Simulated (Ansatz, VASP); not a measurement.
**ZrC: VASP beside Ansatz**

```
Zr C
1.0
     0.00000    2.35021    2.35021
     2.35021    0.00000    2.35021
     2.35021    2.35021    0.00000
Zr C
1 1
Direct
  0.50000 0.50000 0.50000
  0.00000 0.00000 0.00000
```

Alike in both runs: task single point; functional PBE; k mesh 21 × 21 × 21; occupations fermi-dirac, width 0.05 eV; no spin polarisation.

```csv
,VASP,Ansatz
version,VASP 6.6.1,Ansatz 0.2.0
potentials or method,"VASP PAW PBE potentials, release 64 (Zr_sv, C), cutoff 520 eV","all-electron LAPW, scalar-relativistic"
```

|  | VASP | Ansatz | Ansatz less VASP |
| --- | --- | --- | --- |
| pressure (GPa) | 1.4 | 1.3 | -0.19 |

Ansatz ran all-electron here, and VASP with PAW potentials.
